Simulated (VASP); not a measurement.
The system is TaRu4.

```xyz
10
Lattice="2.7357 0.0000 0.0000 -1.3679 2.3692 0.0000 0.0000 0.0000 21.6746" Properties=species:S:1:pos:R:3 pbc="T T T"
Ta    0.0000    1.5795   16.2559
Ta    1.3679    0.7897    5.4186
Ru    0.0000    1.5795   20.5909
Ru    0.0000    1.5795    3.2512
Ru    0.0000    1.5795    7.5861
Ru    0.0000    1.5795   11.9210
Ru    1.3679    0.7897   18.4234
Ru    1.3679    0.7897    1.0837
Ru    1.3679    0.7897    9.7536
Ru    1.3679    0.7897   14.0885
```

| Item | Value |
| --- | --- |
| Program | VASP 6.6.1 |
| Task | relaxation of cell and atoms |
| Functional | PBE |
| Potentials or basis | VASP PAW PBE potentials, release 64 (Ta_pv, Ru_pv) |
| Cutoff | 600 eV |
| k mesh | 6 × 6 × 1 |
| Occupations | gaussian, width 0.1 eV |
| Spin | no spin polarisation |

At the start: pressure 14.1 GPa; volume 14.05 Å³/atom.

Question: How do energy, volume and symmetry change on relaxing?

Answer: Over 9 steps the energy falls by 82.5 meV/atom and the volume is 14.69 Å³/atom (+4.6 %); space group P6_3/mmc (No. 194, to 0.1 Å) before and after.

Step by step:
| step | energy change (eV) | largest force (eV/Å) | pressure (GPa) | volume (Å³) |
| --- | --- | --- | --- | --- |
| 1 | 0.0000 | 1.7554 | 14.07 | 140.48 |
| 2 | 1.1807 | 0.6291 | -26.30 | 167.07 |
| 3 | -0.4566 | 1.2070 | -3.67 | 148.96 |
| 4 | -0.4580 | 1.2291 | -2.88 | 148.51 |
| 5 | -0.7340 | 0.6113 | -0.60 | 147.10 |
| 6 | -0.8129 | 0.2383 | 2.08 | 145.85 |
| 7 | -0.7859 | 0.1376 | -4.28 | 149.46 |
| 8 | -0.8232 | 0.1390 | -0.19 | 147.08 |
| 9 | -0.8254 | 0.0189 | 0.12 | 146.91 |

Final structure:
```xyz
10
Lattice="2.7650 0.0000 0.0000 -1.3825 2.3946 0.0000 0.0000 0.0000 22.1882" Properties=species:S:1:pos:R:3 pbc="T T T"
Ta    0.0000    1.5964   16.6411
Ta    1.3825    0.7982    5.5470
Ru    0.0000    1.5964   21.1367
Ru    0.0000    1.5964    3.1745
Ru    0.0000    1.5964    7.9196
Ru    0.0000    1.5964   12.1456
Ru    1.3825    0.7982   19.0137
Ru    1.3825    0.7982    1.0515
Ru    1.3825    0.7982   10.0426
Ru    1.3825    0.7982   14.2686
```

Caveat: the k points lie up to 0.44 Å⁻¹ apart in the final cell, too coarse for converged energies and pressures of a metal.
